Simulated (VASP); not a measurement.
Wanted: the native input for a VASP 6.6.1 run.

- Task: single point
- Functional: PBEsol
- Potentials or basis: VASP PAW PBE potentials, release 64 (Sb)
- Cutoff: 520 eV
- k mesh: 9 × 9 × 5
- Occupations: fermi-dirac, width 0.1 eV
- Spin: no spin polarisation
- Dipole correction: no
- Further INCAR settings: ALGO = Normal; EDIFF = 1e-07; NBANDS = 12

The structure of Sb lies in POSCAR:

```
Sb
1.0
    3.3300000000      0.0000000000      0.0000000000
   -1.6650000000      2.8838645900      0.0000000000
    0.0000000000      0.0000000000      5.2300000000
Sb
2
Direct
    0.3333333333      0.6666666667      0.2500000000
    0.6666666667      0.3333333333      0.7500000000
```

One way to write it, as run:

INCAR

```
PREC = Accurate
ENCUT = 520
EDIFF = 1E-7
ISMEAR = -1
SIGMA = 0.1
LREAL = False
LASPH = True
NELM = 60
ALGO = Normal
ISIF = 2
LWAVE = False
LCHARG = False
GGA = PS
NBANDS = 12
```

KPOINTS

```
regular mesh
0
Gamma
  9 9 5
```

Potentials or basis: VASP PAW PBE potentials, release 64 (Sb).

Command:

```sh
$ cat potpaw_PBE.64/Sb/POTCAR > POTCAR
$ mpirun -np 1 vasp_std > vasp.out
```

It gave:

The pressure is 2.8 GPa and the band gap on the k mesh is zero (band 5 reaches 13.41 eV, above the bottom of band 6 at 6.39 eV).

Caveat: the PAW data sets were made with another functional, which shifts forces and pressure a little; spin-orbit coupling is left out, which moves the levels of the heavy elements.

Run time: 16 s on 1 thread of Intel(R) Xeon(R) Platinum 8259CL CPU @ 2.50GHz (Skylake/Cascade Lake) (shared host), peak memory 0.18 GiB.
